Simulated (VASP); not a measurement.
Crystal: ZnSe (Stilleite).

```
CELL_PARAMETERS angstrom
0.00000 2.86592 2.86592
2.86592 0.00000 2.86592
2.86592 2.86592 0.00000
ATOMIC_POSITIONS crystal
Zn 0.00000 0.00000 0.00000
Se 0.25000 0.25000 0.25000
```

| Quantity | Value |
| --- | --- |
| Program | VASP 6.6.1 |
| Task | relaxation of cell and atoms |
| Functional | r2SCAN |
| Potentials or basis | VASP PAW PBE potentials, release 64 (Zn, Se) |
| Cutoff | 600 eV |
| k mesh | 8 × 8 × 8 |
| Occupations | fermi-dirac, width 0.02 eV |
| Spin | no spin polarisation |

At the start: pressure -2.1 GPa; volume 23.54 Å³/atom.

**Question.** Where does the relaxation end?

**Answer.** Over 4 steps the energy falls by 5.7 meV/atom and the volume is 22.75 Å³/atom (-3.4 %); space group F-43m (No. 216, to 0.05 Å).

Step by step:
```tsv
step	energy change (eV)	largest force (eV/Å)	pressure (GPa)	volume (Å³)
1	0.0000	0.0000	-2.09	47.08
2	-0.0105	0.0000	0.70	45.02
3	-0.0113	0.0000	0.08	45.44
4	-0.0113	0.0000	0.00	45.50
```

Final structure:
```yaml
crystal:
  lattice:
    - [0.00000, 2.83350, 2.83350]
    - [2.83350, 0.00000, 2.83350]
    - [2.83350, 2.83350, 0.00000]
  atoms:
    - { symbol: Zn, position: [0.00000, 0.00000, 0.00000] }
    - { symbol: Se, position: [0.25000, 0.25000, 0.25000] }
```

Caveat: the PAW data sets were made with another functional, which shifts forces and pressure a little.
